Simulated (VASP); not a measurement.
Set up this calculation in VASP 6.6.1, as the native input.

* Task: relaxation of cell and atoms
* Functional: LDA
* Potentials or basis: VASP PAW LDA potentials, release 64 (Ta_pv)
* Cutoff: 600 eV
* k mesh: 6 × 6 × 6
* Occupations: fermi-dirac, width 0.1 eV
* Spin: no spin polarisation
* Dipole correction: no
* Further INCAR settings: ALGO = Normal; EDIFF = 1e-06; IBRION = 2; EDIFFG = -0.01; NSW = 50; ISIF = 3

The structure of Ta lies in POSCAR:

```
Ta
1.0
    4.1600000000      0.0000000000      0.0000000000
    0.0000000000      4.1600000000      0.0000000000
    0.0000000000      0.0000000000      4.1600000000
Ta
4
Direct
    0.0000000000      0.0000000000      0.0000000000
    0.0000000000      0.5000000000      0.5000000000
    0.5000000000      0.0000000000      0.5000000000
    0.5000000000      0.5000000000      0.0000000000
```

One way to write it, as run:

INCAR

```
SYSTEM = Ta
PREC = Accurate ; ENCUT = 600
EDIFF = 1E-6 ; ISMEAR = -1
SIGMA = 0.1 ; LREAL = .False.
LASPH = .True. ; NELM = 80
ALGO = Normal ; ISIF = 3
LWAVE = .False. ; LCHARG = .False.
IBRION = 2 ; NSW = 50
EDIFFG = -0.01
```

KPOINTS

```
Automatic mesh
0
Gamma
  6 6 6
  0 0 0
```

Potentials or basis: VASP PAW LDA potentials, release 64 (Ta_pv).

Command:

```console
$ cat potpaw_LDA.64/Ta_pv/POTCAR > POTCAR
$ mpirun -np 1 vasp_std > vasp.out
```

Results of the run:

```yaml
Relaxed_volume: 17.84 Å³/atom
Relaxed_cell: a = 4.148 Å, b = 4.148 Å, c = 4.148 Å, α = 90.00°, β = 90.00°, γ = 90.00°
Space_group_after_relaxing_to_0.05_Å: Fm-3m (No. 225)
Energy_gained_by_relaxing: 0.9 meV/atom
Ionic_steps: 3
Pressure_after_relaxing: 0.0 GPa
Band_gap_on_the_k_mesh: zero (band 22 reaches 6.65 eV, above the bottom of band 23 at 4.81 eV)
```

Caveat: spin-orbit coupling is left out, which moves the levels of the heavy elements.

Run time: 82 s on 1 thread of Intel(R) Xeon(R) Platinum 8375C CPU @ 2.90GHz (Ice Lake) (shared host), peak memory 0.2 GiB.
